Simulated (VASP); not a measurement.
A run of VASP 6.6.1 is set up as follows.

Contents of INCAR:

```
SYSTEM = AlN
ALGO     = Normal         ! electronic algorithm
EDIFF    = 1E-6           ! SCF threshold, eV
ENCUT    = 600            ! plane-wave cutoff, eV
GGA      = PE             ! functional
GGA_COMPAT= .FALSE.      
ISIF     = 2              ! what is computed and relaxed
ISMEAR   = -1             ! smearing method
LASPH    = .TRUE.         ! aspherical terms in the spheres
LCHARG   = .FALSE.        ! write CHGCAR
LREAL    = .FALSE.        ! projectors in reciprocal space
LWAVE    = .FALSE.        ! write WAVECAR
NBANDS   = 16             ! bands
NELM     = 120            ! most SCF steps
PREC     = Accurate       ! precision mode
SIGMA    = 0.01           ! smearing width, eV
```

The input KPOINTS:

```
k-points
0
G
  8 8 4
  0 0 0
```

Contents of POSCAR:

```
AlN
1.0
    3.1297569564      0.0000000289      0.0000000000
   -1.5648785032      2.7104490175      0.0000000000
    0.0000000000      0.0000000000      5.0174032965
Al N
2 2
Direct
    0.6671048053      0.3329323774      0.5000247805
    0.3329323767      0.6671048053      1.0000247803
    0.6639230873      0.3360397295      0.8799752191
    0.3360397288      0.6639230873      0.3799752193
```

Potentials or basis: VASP PAW PBE potentials, release 64 (Al, N).

The run is started by

```console
$ cat potpaw_PBE.64/Al/POTCAR potpaw_PBE.64/N/POTCAR > POTCAR
$ mpirun -np 1 vasp_std > vasp.out
```

(1) Estimate the band gap on the k mesh.

(2) Predict the largest force.

(3) What does it give for the pressure?

## Answers

(1) 4.07 eV.

(2) 0.228 eV/Å.

(3) -0.2 GPa.
